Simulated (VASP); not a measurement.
**RbBr: single point with PBEsol**

The system is RbBr.

```
CELL_PARAMETERS angstrom
0.06855 3.46177 3.46177
3.46177 0.06855 3.46177
3.46177 3.46177 0.06855
ATOMIC_POSITIONS crystal
Rb 0.00000 0.00000 0.00000
Br 0.50000 0.50000 0.50000
```

This cell differs from its parent crystal: equal xy, yz and zx shear strains of +2 %.

```json
{"Program": "VASP 6.6.1", "Task": "single point", "Functional": "PBEsol", "Potentials or basis": "VASP PAW PBE potentials, release 64 (Rb_sv, Br)", "Cutoff": "520 eV", "k mesh": "7 × 7 × 7", "Occupations": "fermi-dirac, width 0.03 eV", "Spin": "no spin polarisation", "Dipole correction": "no", "Further INCAR settings": "ALGO = Normal; EDIFF = 1e-06; NBANDS = 15"}
```

| Property | Result |
| --- | --- |
| Pressure | 0.0 GPa |
| Band gap on the k mesh | 4.19 eV, direct |

Stress tensor (GPa, compression positive):
```
-0.03 -0.09 -0.09
-0.09 -0.03 -0.09
-0.09 -0.09 -0.03
```

Levels at points of the mesh, in eV from the valence-band top:
| k point | band 6 | band 7 | band 8 | band 9 | band 10 | band 11 |
| --- | --- | --- | --- | --- | --- | --- |
| (0.00, 0.00, 0.00) | -0.05 | 0.00 | 0.00 | 4.19 | 7.03 | 7.26 |

It took 44 s on 1 thread of Intel Xeon 6975P-C (shared host), peak memory 0.23 GiB.

Caveat: the cell differs from its parent crystal (equal xy, yz and zx shear strains of +2 %); the PAW data sets were made with another functional, which shifts forces and pressure a little. A k mesh can miss the band edges.
